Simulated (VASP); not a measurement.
# La (P6_3/mmc) in VASP: settings compared

La is run at these levels: RPBE, revPBE, BLYP; tasks: single point.

Program: VASP 6.6.1. These are calculated values, not measurements. Logs are shortened: lines on timing, memory, paths and dates and some standing lists are left out, and cuts for length are marked.

**1. The cell of the first run**

The structure is hexagonal, space group P6_3/mmc (No. 194). The conventional cell has a = 3.750 Å, b = 3.750 Å, c = 6.070 Å, α = 90.00°, β = 90.00°, γ = 120.00°. La (site symmetry -6m2) has 12 La at 3.73 to 3.75 Å within 4.9 Å.

**2. Single point, RPBE**

INCAR reads:

```
PREC = Accurate
ENCUT = 520
EDIFF = 1E-6
ISMEAR = -1
SIGMA = 0.05
LREAL = F
LASPH = T
NELM = 100
ALGO = Fast
ISIF = 2
LWAVE = F
LCHARG = F
GGA = RP
NBANDS = 18
```

KPOINTS reads:

```
Automatic mesh
0
Gamma
  8 8 5
```

POSCAR reads:

```
La
1.0
    3.7500000000      0.0000000000      0.0000000000
   -1.8750000000      3.2475952642      0.0000000000
    0.0000000000      0.0000000000      6.0700000000
La
2
Direct
    0.6666666667      0.3333333333      0.7500000000
    0.3333333333      0.6666666667      0.2500000000
```

Potentials or basis: VASP PAW PBE potentials, release 64 (La).

On the command line:

```sh
$ cat potpaw_PBE.64/La/POTCAR > POTCAR
$ mpirun -np 1 vasp_std > vasp.out
```

OUTCAR:

```text
PREC = Accurate
   ENCUT = 520
   EDIFF = 1E-6
   ISMEAR = -1
   LREAL = F
   LASPH = T
   NELM = 100
   ISIF = 2
   GGA = RP

 ion  position               nearest neighbor table
   1  0.667  0.333  0.750-
   2  0.333  0.667  0.250-

  LATTYP: Found a hexagonal cell.
 ALAT       =     3.7500000000
 C/A-ratio  =     1.6186666667

  Lattice vectors:

 A1 = (   3.7500000000,   0.0000000000,   0.0000000000)
 A2 = (  -1.8750000000,   3.2475952642,   0.0000000000)
 A3 = (   0.0000000000,   0.0000000000,   6.0700000000)

Analysis of symmetry for initial positions (statically):
=====================================================================
 Subroutine PRICEL returns:
 Original cell was already a primitive cell.

 Routine SETGRP: Setting up the symmetry group for a
 hexagonal supercell.

 Subroutine GETGRP returns: Found 24 space group operations
 (whereof 12 operations were pure point group operations)
 out of a pool of 24 trial point group operations.

The static configuration has the point symmetry D_3d.
 The point group associated with its full space group is D_6h.

Analysis of symmetry for dynamics (positions and initial velocities):
=====================================================================
 Subroutine PRICEL returns:
 Original cell was already a primitive cell.

 Routine SETGRP: Setting up the symmetry group for a
 hexagonal supercell.

 Subroutine GETGRP returns: Found 24 space group operations
 (whereof 12 operations were pure point group operations)
 out of a pool of 24 trial point group operations.

The dynamic configuration has the point symmetry D_3d.
 The point group associated with its full space group is D_6h.

 Subroutine INISYM returns: Found 24 space group operations
 (whereof 12 operations are pure point group operations),
 and found     1 'primitive' translations

----------------------------------------------------------------------------------------

                                     Primitive cell

  volume of cell :      73.9234

  direct lattice vectors                    reciprocal lattice vectors
     3.750000000  0.000000000  0.000000000     0.266666667  0.153960072  0.000000000
    -1.875000000  3.247595264  0.000000000     0.000000000  0.307920144  0.000000000
     0.000000000  0.000000000  6.070000000     0.000000000  0.000000000  0.164744646

  length of vectors
[... 72 lines left out ...]
 SYSTEM =  unknown system
   PREC   = accura    normal or accurate (medium, high low for compatibility)
   ISTART =      0    job   : 0-new  1-cont  2-samecut
   ICHARG =      2    charge: 1-file 2-atom 10-const
   ISPIN  =      1    spin polarized calculation?
   LNONCOLLINEAR =      F non collinear calculations
   LSORBIT =      F    spin-orbit coupling
   LASPH  =      T    aspherical Exc in radial PAW
   ENCUT  =  520.0 eV  38.22 Ry    6.18 a.u.   6.97  6.97 11.29*2*pi/ulx,y,z
   NELM   =    100;   NELMIN=  2; NELMDL= -5     # of ELM steps
   EDIFF  = 0.1E-05   stopping-criterion for ELM
   LREAL  =      F    real-space projection
[... 7 lines left out ...]
   TEBEG  =    0.0;   TEEND  =   0.0 temperature during run
   PSTRESS=    0.0 pullay stress
   NELECT =      22.0000    total number of electrons
   NUPDOWN=      -1.0000    fix difference up-down
   EMIN   =  10.00;   EMAX   =-10.00  energy-range for DOS
   EFERMI =   0.00;   METHOD = LEGACY
   ISMEAR =    -1;   SIGMA  =   0.05  broadening in eV -4-tet -1-fermi 0-gaus
   EFERMI_NEDOS =   21; number of points for ismear=-14 and -15
   IALGO  =     68    algorithm
   IMIX   =      4    mixing-type and parameters
     AMIX     =   0.40;   BMIX     =  1.00
     AMIX_MAG =   1.60;   BMIX_MAG =  1.00
  volume/ion in A,a.u.               =      36.96       249.43
  Fermi-wavevector in a.u.,A,eV,Ry     =   1.093004  2.065478 16.254307  1.194658
  Thomas-Fermi vector in A             =   2.229281
   LORBIT       =      0    0 simple, 1 ext, 2 COOP (PROOUT), +10 PAW based schemes
   GGA     = RP    functional components
   LHFCALC =     F    Hartree Fock is set to
   AEXX    =    0.0000 exact exchange contribution
   IVDW    =     0    specifies the selected vdW correction
   LEPSILON=     F    determine dielectric tensor
   LRPA    =     F    only Hartree local field effects (RPA)
 non-spin polarized calculation
 RMM-DIIS sequential band-by-band and
  energy-cutoff  :      520.00
  volume of cell :       73.92
 maximum number of plane-waves:      2008
 NGX is ok and might be reduce to    28
   NGX = 13   NGY = 13   NGZ = 23

 number of electron      21.9999997 magnetization

 Free energy of the ion-electron system (eV)
  ---------------------------------------------------
  ext. energy  EPLUGINS =         0.00000000
  ---------------------------------------------------
  free energy    TOTEN  =        -9.01767700 eV

  energy without entropy =       -8.98149799  energy(sigma->0) =       -8.99958750

 E-fermi :   7.9909     XC(G=0):  -9.4977

 val. band max:        7.9688826049   @ k =   0.1250   0.1250   0.0000
 cond. band min:       8.0077943127   @ k =   0.2500   0.0000   0.0000
 fundamental gap:      0.0389117078
 Fermi energy:         7.9909006128

 k-point     1 :       0.0000    0.0000    0.0000
  band No.  band energies     occupation
      1     -24.8835      2.00000
      2     -24.6783      2.00000
      3      -9.2859      2.00000
      4      -8.0832      2.00000
      5      -8.0832      2.00000
      6      -7.8980      2.00000
[... 481 lines left out ...]
      5      -8.3570      2.00000
      6      -8.2489      2.00000
[... 10 lines left out ...]
     17       9.7752      0.00000
     18       9.8378      0.00000

 [... further k-points ...]

------------------------ aborting loop because EDIFF is reached ----------------------------------------

  FORCE on cell =-STRESS in cart. coord.  units (eV):
  Direction    XX          YY          ZZ          XY          YZ          ZX
  --------------------------------------------------------------------------------------
  -------------------------------------------------------------------------------------
  Total        1.0112649      1.0112649      0.8218626     -0.0000000      0.0000000      0.0000000
  in kB       21.9176325     21.9176325     17.8126259     -0.0000000      0.0000000      0.0000000
  external PRESSURE =      20.5492970 kB  Pullay stress =       0.0000000 kB

 VOLUME and BASIS-vectors are now :
 -----------------------------------------------------------------------------
  energy-cutoff  :      520.00
  volume of cell :       73.92
      direct lattice vectors                 reciprocal lattice vectors
     3.750000000  0.000000000  0.000000000     0.266666667  0.153960072  0.000000000
    -1.875000000  3.247595264  0.000000000     0.000000000  0.307920144  0.000000000
     0.000000000  0.000000000  6.070000000     0.000000000  0.000000000  0.164744646

 POSITION                                       TOTAL-FORCE (eV/Angst)
 -----------------------------------------------------------------------------------
      1.87500      1.08253      4.55250        -0.000000      0.000000      0.000000
     -0.00000      2.16506      1.51750         0.000000      0.000000      0.000000
 -----------------------------------------------------------------------------------
    total drift:                                0.000000     -0.000000      0.000000

  FREE ENERGIE OF THE ION-ELECTRON SYSTEM (eV)
  ---------------------------------------------------
  free  energy   TOTEN  =        -9.0176770037 eV

  energy  without entropy=       -8.9814979902  energy(sigma->0) =       -8.99958750
```

stdout:

```text
POSCAR found type information on POSCAR La
 POSCAR found :  1 types and       2 ions
 scaLAPACK will be used
 -----------------------------------------------------------------------------
|                                                                             |
|                                                                             |
|     You enforced a specific xc type in the INCAR file but a different       |
|     I HOPE YOU KNOW WHAT YOU ARE DOING!                                     |
|                                                                             |
 -----------------------------------------------------------------------------

 LDA part: xc-table for (Slater+PW92), standard interpolation
 POSCAR, INCAR and KPOINTS ok, starting setup
 FFT: planning ... GRIDC
 FFT: planning ... GRID_SOFT
 FFT: planning ... GRID
 WAVECAR not read
 entering main loop
```

Run time: 3.6 min. Hardware: 1 thread of Intel Xeon 8259CL, shared host; peak memory 0.21 GiB.

Results:

```yaml
Free_energy: -9.0177 eV
Pressure: 2.1 GPa
Band_gap_on_the_k_mesh: zero (bands 11 and 12 overlap by 1.30 eV)
```

Caveat: the PAW data sets were made with another functional, which shifts forces and pressure a little; spin-orbit coupling is left out, which moves the levels of the heavy elements.

**3. Single point, revPBE**

INCAR reads:

```
PREC     = Accurate       # precision mode
ENCUT    = 520            # plane-wave cutoff, eV
EDIFF    = 1E-6           # SCF threshold, eV
ISMEAR   = -1             # smearing method
SIGMA    = 0.05           # smearing width, eV
LREAL    = False          # projectors in reciprocal space
LASPH    = True           # aspherical terms in the spheres
NELM     = 80             # most SCF steps
ALGO     = Fast           # electronic algorithm
ISIF     = 2              # what is computed and relaxed
LWAVE    = False          # write WAVECAR
LCHARG   = False          # write CHGCAR
GGA      = RE             # functional
NBANDS   = 18             # bands
```

KPOINTS reads:

```
regular mesh
0
Gamma
  8 8 5
```

POSCAR is that of step 2.

Potentials or basis: VASP PAW PBE potentials, release 64 (La).

On the command line:

```sh
$ cat potpaw_PBE.64/La/POTCAR > POTCAR
$ mpirun -np 1 vasp_std > vasp.out
```

OUTCAR:

```text
PREC = Accurate
   ENCUT = 520
   EDIFF = 1E-6
   ISMEAR = -1
   LREAL = False
   LASPH = True
   NELM = 80
   ISIF = 2
   GGA = RE

 ion  position               nearest neighbor table
   1  0.667  0.333  0.750-
   2  0.333  0.667  0.250-

  LATTYP: Found a hexagonal cell.
 ALAT       =     3.7500000000
 C/A-ratio  =     1.6186666667

  Lattice vectors:

 A1 = (   3.7500000000,   0.0000000000,   0.0000000000)
 A2 = (  -1.8750000000,   3.2475952642,   0.0000000000)
 A3 = (   0.0000000000,   0.0000000000,   6.0700000000)

Analysis of symmetry for initial positions (statically):
=====================================================================
 Subroutine PRICEL returns:
 Original cell was already a primitive cell.

 Routine SETGRP: Setting up the symmetry group for a
 hexagonal supercell.

 Subroutine GETGRP returns: Found 24 space group operations
 (whereof 12 operations were pure point group operations)
 out of a pool of 24 trial point group operations.

The static configuration has the point symmetry D_3d.
 The point group associated with its full space group is D_6h.

Analysis of symmetry for dynamics (positions and initial velocities):
=====================================================================
 Subroutine PRICEL returns:
 Original cell was already a primitive cell.

 Routine SETGRP: Setting up the symmetry group for a
 hexagonal supercell.

 Subroutine GETGRP returns: Found 24 space group operations
 (whereof 12 operations were pure point group operations)
 out of a pool of 24 trial point group operations.

The dynamic configuration has the point symmetry D_3d.
 The point group associated with its full space group is D_6h.

 Subroutine INISYM returns: Found 24 space group operations
 (whereof 12 operations are pure point group operations),
[... 109 lines left out ...]
   EMIN   =  10.00;   EMAX   =-10.00  energy-range for DOS
   EFERMI =   0.00;   METHOD = LEGACY
   ISMEAR =    -1;   SIGMA  =   0.05  broadening in eV -4-tet -1-fermi 0-gaus
   EFERMI_NEDOS =   21; number of points for ismear=-14 and -15
   IALGO  =     68    algorithm
   IMIX   =      4    mixing-type and parameters
     AMIX     =   0.40;   BMIX     =  1.00
     AMIX_MAG =   1.60;   BMIX_MAG =  1.00
  volume/ion in A,a.u.               =      36.96       249.43
  Fermi-wavevector in a.u.,A,eV,Ry     =   1.093004  2.065478 16.254307  1.194658
  Thomas-Fermi vector in A             =   2.229281
   LORBIT       =      0    0 simple, 1 ext, 2 COOP (PROOUT), +10 PAW based schemes
   GGA     = RE    functional components
   LHFCALC =     F    Hartree Fock is set to
   AEXX    =    0.0000 exact exchange contribution
   IVDW    =     0    specifies the selected vdW correction
   LEPSILON=     F    determine dielectric tensor
   LRPA    =     F    only Hartree local field effects (RPA)
 non-spin polarized calculation
 RMM-DIIS sequential band-by-band and
  energy-cutoff  :      520.00
  volume of cell :       73.92
 maximum number of plane-waves:      2008
 NGX is ok and might be reduce to    28
   NGX = 13   NGY = 13   NGZ = 23

 number of electron      21.9999997 magnetization

 Free energy of the ion-electron system (eV)
  ---------------------------------------------------
  ext. energy  EPLUGINS =         0.00000000
  ---------------------------------------------------
  free energy    TOTEN  =        -9.14671797 eV

  energy without entropy =       -9.11054638  energy(sigma->0) =       -9.12863217

 E-fermi :   7.9674     XC(G=0):  -9.5198

 val. band max:        7.9443722707   @ k =   0.1250   0.1250   0.0000
 cond. band min:       7.9853088230   @ k =   0.2500   0.0000   0.0000
 fundamental gap:      0.0409365523
 Fermi energy:         7.9673992891

 k-point     1 :       0.0000    0.0000    0.0000
  band No.  band energies     occupation
      1     -24.8996      2.00000
      2     -24.6941      2.00000
      3      -9.3116      2.00000
      4      -8.1075      2.00000
      5      -8.1075      2.00000
      6      -7.9220      2.00000
[... 481 lines left out ...]
      5      -8.3818      2.00000
      6      -8.2734      2.00000
[... 10 lines left out ...]
     17       9.7662      0.00000
     18       9.8302      0.00000

 [... further k-points ...]

------------------------ aborting loop because EDIFF is reached ----------------------------------------

  FORCE on cell =-STRESS in cart. coord.  units (eV):
  Direction    XX          YY          ZZ          XY          YZ          ZX
  --------------------------------------------------------------------------------------
  -------------------------------------------------------------------------------------
  Total        0.8392171      0.8392171      0.6618195      0.0000000      0.0000000     -0.0000000
  in kB       18.1887588     18.1887588     14.3439342      0.0000000      0.0000000     -0.0000000
  external PRESSURE =      16.9071506 kB  Pullay stress =       0.0000000 kB

 VOLUME and BASIS-vectors are now :
 -----------------------------------------------------------------------------
  energy-cutoff  :      520.00
  volume of cell :       73.92
      direct lattice vectors                 reciprocal lattice vectors
     3.750000000  0.000000000  0.000000000     0.266666667  0.153960072  0.000000000
    -1.875000000  3.247595264  0.000000000     0.000000000  0.307920144  0.000000000
     0.000000000  0.000000000  6.070000000     0.000000000  0.000000000  0.164744646

 POSITION                                       TOTAL-FORCE (eV/Angst)
 -----------------------------------------------------------------------------------
      1.87500      1.08253      4.55250         0.000000     -0.000000      0.000000
     -0.00000      2.16506      1.51750        -0.000000      0.000000      0.000000
 -----------------------------------------------------------------------------------
    total drift:                                0.000000     -0.000000      0.000000

  FREE ENERGIE OF THE ION-ELECTRON SYSTEM (eV)
  ---------------------------------------------------
  free  energy   TOTEN  =        -9.1467179707 eV

  energy  without entropy=       -9.1105463764  energy(sigma->0) =       -9.12863217
```

stdout:

```text
POSCAR found type information on POSCAR La
 POSCAR found :  1 types and       2 ions
 scaLAPACK will be used
 -----------------------------------------------------------------------------
|                                                                             |
|                                                                             |
|     You enforced a specific xc type in the INCAR file but a different       |
|     I HOPE YOU KNOW WHAT YOU ARE DOING!                                     |
|                                                                             |
 -----------------------------------------------------------------------------

 LDA part: xc-table for (Slater+PW92), standard interpolation
 POSCAR, INCAR and KPOINTS ok, starting setup
 FFT: planning ... GRIDC
 FFT: planning ... GRID_SOFT
 FFT: planning ... GRID
 WAVECAR not read
 entering main loop
WARNING in EDDRMM: call to ZHEGV failed, returncode =   8  4     11
WARNING in EDDRMM: call to ZHEGV failed, returncode =   8  4     12
```

Run time: 3.7 min. Hardware: 1 thread of Intel Xeon 8259CL, shared host; peak memory 0.21 GiB.

What came out:

```
Free energy            : -9.1467 eV
Pressure               : 1.7 GPa
Band gap on the k mesh : zero (bands 11 and 12 overlap by 1.31 eV)
```

Levels at points of the mesh, in eV from the Fermi level:
```
           k point  band 7  band 8  band 9  band 10  band 11  band 12  band 13  band 14  band 15  band 16
(0.00, 0.00, 0.00)  -15.89  -15.86   -3.15    -1.74     1.11     1.34     1.34     1.56     1.65     1.70
(0.50, 0.00, 0.00)  -16.21  -16.06   -1.60    -1.15    -1.14     1.20     1.24     1.31     1.50     1.87
```

Caveat: the PAW data sets were made with another functional, which shifts forces and pressure a little; spin-orbit coupling is left out, which moves the levels of the heavy elements.

**4. Single point, BLYP**

INCAR reads:

```
AGGAC = 1.0
AGGAX = 1.0
ALDAC = 0.0
ALDAX = 1.0
ALGO = Fast
EDIFF = 1E-6
ENCUT = 520
GGA = B5
ISIF = 2
ISMEAR = -1
LASPH = T
LCHARG = F
LREAL = F
LWAVE = F
NBANDS = 18
NELM = 60
PREC = Accurate
SIGMA = 0.05
```

KPOINTS reads:

```
k-points
0
Gamma
  8 8 5
```

POSCAR is that of step 3.

On the command line:

```sh
$ cat potpaw_PBE.64/La/POTCAR > POTCAR
$ mpirun -np 1 vasp_std > vasp.out
```

It took 4.8 min on 1 thread of Intel Xeon 8259CL, shared host; peak memory 0.21 GiB.

Results (log left out):

```yaml
Free_energy: -7.8103 eV
Pressure: 2.7 GPa
Band_gap_on_the_k_mesh: zero (bands 11 and 12 overlap by 1.20 eV)
```

Stress tensor (GPa, compression positive):
```
2.75 0.00 0.00
0.00 2.75 0.00
0.00 0.00 2.53
```

Levels at points of the mesh, in eV from the Fermi level:
```
           k point  band 9  band 10  band 11  band 12  band 13  band 14
(0.00, 0.00, 0.00)   -3.09    -1.73     0.99     1.26     1.27     1.36
(0.50, 0.00, 0.00)   -1.59    -1.13    -1.13     1.19     1.20     1.26
```

Caveat: the PAW data sets were made with another functional, which shifts forces and pressure a little; spin-orbit coupling is left out, which moves the levels of the heavy elements.

**5. Overview**

| level | gap on the mesh (eV) | pressure (GPa) |
| --- | --- | --- |
| RPBE | none | 2.1 |
| revPBE | none | 1.7 |
| BLYP | none | 2.7 |

Alike in all rows: task single point; potentials or basis VASP PAW PBE potentials, release 64 (La); no spin polarisation; cell as given; k mesh 8 × 8 × 5; cutoff (eV) 520; smearing fermi-dirac 0.05 eV.

The pressure there spans 1.7 GPa (revPBE) to 2.7 GPa (BLYP); a positive pressure means that this level wants a larger cell, a negative one a smaller.

Caveats: the PAW data sets were made with another functional, which shifts forces and pressure a little; spin-orbit coupling is left out, which moves the levels of the heavy elements.

Total energies depend on the potentials used, so only differences within one code and one set of settings carry meaning.

The gap in the log of VASP goes by the Fermi energy; the results here count the filled bands.